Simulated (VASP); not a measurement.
The system is KI.

```xyz
2
Lattice="0.0000 3.5446 3.5446 3.5446 0.0000 3.5446 3.5446 3.5446 0.0000" Properties=species:S:1:pos:R:3 pbc="T T T"
K     0.0000    0.0000    0.0000
I     3.5446    3.5446    3.5446
```

Base run:

```yaml
Program: VASP 6.6.1
Functional: r2SCAN
Potentials_or_basis: VASP PAW PBE potentials, release 64 (K_sv, I)
Cutoff: 520 eV
k_mesh: 4 × 4 × 4
Occupations: gaussian, width 0.01 eV
Spin: no spin polarisation
```

Its results: band gap on the k mesh 4.58 eV; pressure 0.0 GPa.

After a change of settings the same cell gave: band gap on the k mesh 4.93 eV; pressure 0.3 GPa. Which change was it?
A. occupations from gaussian, width 0.01 eV to methfessel-paxton, width 0.5 eV
B. functional from r2SCAN to PBEsol
C. dispersion from none to D3(BJ)
D. functional from r2SCAN to HSE06

D.

Caveats: the PAW data sets were made with another functional, which shifts forces and pressure a little; spin-orbit coupling is left out, which moves the levels of the heavy elements.
